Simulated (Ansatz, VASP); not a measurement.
**SrTiO3 in VASP and in Ansatz**

The input INCAR:

```
SYSTEM = SrTiO3
ALGO     = Normal         ! electronic algorithm
EDIFF    = 1E-7           ! SCF threshold, eV
ENCUT    = 520            ! plane-wave cutoff, eV
GGA      = PE             ! functional
ISIF     = 2              ! what is computed and relaxed
ISMEAR   = 0              ! smearing method
LASPH    = .TRUE.         ! aspherical terms in the spheres
LCHARG   = .FALSE.        ! write CHGCAR
LREAL    = .FALSE.        ! projectors in reciprocal space
LWAVE    = .FALSE.        ! write WAVECAR
NBANDS   = 51             ! bands
NELM     = 80             ! most SCF steps
PREC     = Accurate       ! precision mode
SIGMA    = 0.05           ! smearing width, eV
```

The input KPOINTS:

```
k-points
0
G
  8 8 8
  0 0 0
```

The input POSCAR:

```
SrTiO3
1.0
   -2.7777137596      2.7777137596      3.9464442078
    2.7777137596     -2.7777137596      3.9464442078
    2.7777137596      2.7777137596     -3.9464442078
Sr Ti O
2 2 6
Direct
    0.7500000000      0.2500000000      0.5000000000
    0.2500000000      0.7500000000      0.5000000000
    0.0000000000      0.0000000000      0.0000000000
    0.5000000000      0.5000000000      0.0000000000
    0.2500000000      0.2500000000      0.0000000000
    0.7500000000      0.7500000000      0.0000000000
    0.7028556945      0.2028556945      0.9563899212
    0.2281949606      0.2718050394      0.5000000000
    0.2718050394      0.7718050394      0.0436100788
    0.7718050394      0.7281949606      0.5000000000
```

Input for Ansatz:

```yaml
crystal:
  lattice:
    - [-2.7777137596, 2.7777137596, 3.9464442078]
    - [2.7777137596, -2.7777137596, 3.9464442078]
    - [2.7777137596, 2.7777137596, -3.9464442078]
  atoms:
    - { symbol: Sr, position: [0.75, 0.25, 0.5] }
    - { symbol: Sr, position: [0.25, 0.75, 0.5] }
    - { symbol: Ti, position: [0.0, 0.0, 0.0] }
    - { symbol: Ti, position: [0.5, 0.5, 0.0] }
    - { symbol: O, position: [0.25, 0.25, 0.0] }
    - { symbol: O, position: [0.75, 0.75, 0.0] }
    - { symbol: O, position: [0.7028556945, 0.2028556945, 0.9563899212] }
    - { symbol: O, position: [0.2281949606, 0.2718050394, 0.5] }
    - { symbol: O, position: [0.2718050394, 0.7718050394, 0.0436100788] }
    - { symbol: O, position: [0.7718050394, 0.7281949606, 0.5] }
basis:
  ecutwfc: 420
kpoints:
  mp_grid: { grid: [8, 8, 8] }
hamiltonian:
  xc: pbe
scf:
  occupations: { method: gaussian, width: 0.05 }
output:
  forces: true
  stress: true
  eigenvalues: true
  write_density: true
  write_potential: true
  elf: true
  volumetric_format: npy
```

Alike in both runs: task single point; functional PBE; k mesh 8 × 8 × 8; occupations gaussian, width 0.05 eV; no spin polarisation.

|  | VASP | Ansatz |
| --- | --- | --- |
| version | VASP 6.6.1 | Ansatz 0.2.0 |
| potentials or method | VASP PAW PBE potentials, release 64 (Sr_sv, Ti_sv, O), cutoff 520 eV | scalar-relativistic, plane waves, PAW |
| valence electrons in the cell | 80 | 80 |

VASP gave:

```
gap on the k mesh at the Fermi level (eV)                     : 1.90
least direct gap on the mesh (eV)                             : 1.90
pressure (GPa)                                                : 0.7
traceless stress, the component that is largest in VASP (GPa) : 0.21
rms of the force components (eV/Å)                            : 0.273
```

Task: What did Ansatz give for the same quantities?

Result: gap on the k mesh at the Fermi level (eV): 1.93; least direct gap on the mesh (eV): 1.93; pressure (GPa): 0.0; traceless stress, the component that is largest in VASP (GPa): 0.19; rms of the force components (eV/Å): 0.272.

Atom by atom the forces differ by 0.004 eV/Å (rms over components).
